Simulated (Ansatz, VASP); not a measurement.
# Two plane-wave programs on HgH3

Contents of INCAR:

```
SYSTEM = HgH3
PREC = Accurate
ENCUT = 600
EDIFF = 1E-6
ISMEAR = 0
SIGMA = 0.1
LREAL = .False.
LASPH = .True.
NELM = 60
ALGO = Normal
ISIF = 3
LWAVE = .False.
LCHARG = .False.
GGA = PE
IBRION = 2
NSW = 90
EDIFFG = -0.04
```

File KPOINTS:

```
Automatic mesh
0
Gamma
  6 6 6
  0 0 0
```

POSCAR

```
HgH3
1.0
    3.7208735160      0.0000000000      0.0000000000
   -1.8604367580      3.2223709891      0.0000000000
    0.0000000000      0.0000000000      3.7076072543
Hg H
1 3
Direct
    0.0000000000      0.0000000000      0.0000000000
    0.3333333333      0.6666666667      0.0000000000
    0.6666666667      0.3333333333      0.0000000000
    0.0000000000      0.0000000000      0.5000000000
```

Input for Ansatz:

```yaml
crystal:
  lattice:
    - [3.720873516, 0.0, 0.0]
    - [-1.860436758, 3.2223709891, 0.0]
    - [0.0, 0.0, 3.7076072543]
  atoms:
    - { symbol: Hg, position: [0.0, 0.0, 0.0] }
    - { symbol: H, position: [0.3333333333, 0.6666666667, 0.0] }
    - { symbol: H, position: [0.6666666667, 0.3333333333, 0.0] }
    - { symbol: H, position: [0.0, 0.0, 0.5] }
basis:
  ecutwfc: 420
kpoints:
  mp_grid: { grid: [6, 6, 6] }
hamiltonian:
  xc: pbe
scf:
  occupations: { method: gaussian, width: 0.1 }
  lower_state_search: "off"
output:
  forces: true
  stress: true
  eigenvalues: true
relax:
  adjacent_minimum: "off"
  f_tol: 0.04
  max_steps: 70
  cell: { stress_tol: 0.4 }
```

Alike in both runs: task relaxation of cell and atoms; functional PBE; k mesh 6 × 6 × 6; occupations gaussian, width 0.1 eV; no spin polarisation.

|  | VASP | Ansatz |
| --- | --- | --- |
| version | VASP 6.6.1 | Ansatz 0.2.0 |
| potentials or method | VASP PAW PBE potentials, release 64 (Hg, H), cutoff 600 eV | scalar-relativistic, plane waves, PAW |
| valence electrons in the cell | 15 | 23 |

Ansatz gave:

```
gap on the k mesh at the Fermi level, each at its own relaxed structure (eV) : none
relaxed volume (Å³/atom)                                                     : 11.11
relaxed cell length with the largest relative difference (Å)                 : 3.708
```

Estimate VASP's values.

gap on the k mesh at the Fermi level, each at its own relaxed structure (eV): none; relaxed volume (Å³/atom): 11.13; relaxed cell length with the largest relative difference (Å): 3.718.

A gap of «none» marks a metal or a gap that the smearing closes. VASP's potentials hold 15 valence electrons a cell and Ansatz's 23, so a difference there can come from the potentials and not from the codes.

Spin-orbit coupling is off throughout.
